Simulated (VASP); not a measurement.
Input of a VASP 6.6.1 run:

The input INCAR:

```
  ALGO = Normal
  EDIFF = 1E-8
  ENCUT = 520
  GGA = PE
  ISIF = 2
  ISMEAR = -1
  LASPH = True
  LCHARG = False
  LEFG = True
  LREAL = False
  LWAVE = False
  NBANDS = 15
  NELM = 100
  PREC = Accurate
  SIGMA = 0.03
```

File KPOINTS:

```
k-points
0
Gamma
  16 16 16
```

File POSCAR:

```
TiC
1.0
    0.0000000000      2.1854271361      2.1854271361
    2.1854271361      0.0000000000      2.1854271361
    2.1854271361      2.1854271361      0.0000000000
Ti C
1 1
Direct
    0.0000000000      0.0000000000      0.0000000000
    0.5000000000      0.5000000000      0.5000000000
```

Potentials or basis: VASP PAW PBE potentials, release 64 (Ti_sv, C).

The run is started by

```bash
$ cat potpaw_PBE.64/Ti_sv/POTCAR potpaw_PBE.64/C/POTCAR > POTCAR
$ mpirun -np 1 vasp_std > vasp.out
```

Question: Predict the band gap on the k mesh.

Answer: Zero (band 8 reaches 9.78 eV, above the bottom of band 9 at 8.70 eV).

Question: What does it give for the pressure?

Answer: -6.0 GPa.

Caveat: without QUAD_EFG the Cq values of the log hold for a quadrupole moment of 1 mb, not for the nuclei.
